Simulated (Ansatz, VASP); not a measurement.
# One calculation of BaTiO3, two programs

INCAR

```
PREC = Accurate ; ENCUT = 520
EDIFF = 1E-6 ; ISMEAR = -1
SIGMA = 0.05 ; LREAL = F
LASPH = T ; NELM = 150
ALGO = Normal ; ISIF = 2
LWAVE = F ; LCHARG = F
LMAXMIX = 4 ; LDAU = T
LDAUTYPE = 2 ; LDAUL = -1 2 -1
LDAUU = 0 4.5 0 ; LDAUJ = 0 0 0
LDAUPRINT = 1 ; GGA = PS
NBANDS = 28
```

KPOINTS

```
Automatic mesh
0
Gamma
  6 6 6
```

Contents of POSCAR:

```
BaTiO3
1.0
    2.8273666100      1.6323808700      2.3183934900
   -2.8273666100      1.6323808700      2.3183934900
    0.0000000000     -3.2647617400      2.3183934900
Ba Ti O
1 1 3
Direct
    0.0000000000      0.0000000000      0.0000000000
    0.4845000000      0.4845000000      0.4845000000
    0.5086000000      0.5086000000      0.0175000000
    0.0175000000      0.5086000000      0.5086000000
    0.5086000000      0.0175000000      0.5086000000
```

Input for Ansatz:

```yaml
crystal:
  lattice:
    - [2.82736661, 1.63238087, 2.31839349]
    - [-2.82736661, 1.63238087, 2.31839349]
    - [0.0, -3.26476174, 2.31839349]
  atoms:
    - { symbol: Ba, position: [0.0, 0.0, 0.0] }
    - { symbol: Ti, position: [0.4845, 0.4845, 0.4845] }
    - { symbol: O, position: [0.5086, 0.5086, 0.017499999999999946] }
    - { symbol: O, position: [0.017500000000000036, 0.5086, 0.5086] }
    - { symbol: O, position: [0.5086, 0.017499999999999974, 0.5086] }
kpoints:
  mp_grid:
    grid: [6, 6, 6]
hamiltonian:
  xc: pbesol
  hubbard:
    - { species: Ti, l: d, u_eff: 4.5 }
scf:
  occupations:
    method: fermi_dirac
    width: 0.05
output:
  eigenvalues: true
```

Alike in both runs: task single point; functional PBEsol; k mesh 6 × 6 × 6; occupations fermi-dirac, width 0.05 eV; no spin polarisation; Hubbard terms Ti d U = 4.5 eV.

|  | VASP | Ansatz |
| --- | --- | --- |
| version | VASP 6.6.1 | Ansatz 0.2.0 |
| potentials or method | VASP PAW PBE potentials, release 64 (Ba_sv, Ti_sv, O) | plane waves, PAW |
| plane-wave cutoff (eV) | 520 | 420 |
| valence electrons in the cell | 40 | 40 |

|  | VASP | Ansatz | Ansatz less VASP |
| --- | --- | --- | --- |
| gap on the k mesh at the Fermi level (eV) | 2.80 | 2.84 | +0.037 |

VASP's potentials were made for PBE, not for PBEsol. The programs project onto different local orbitals, so the same U acts differently, and such runs can settle in different states.

Neither program's run includes spin-orbit coupling.
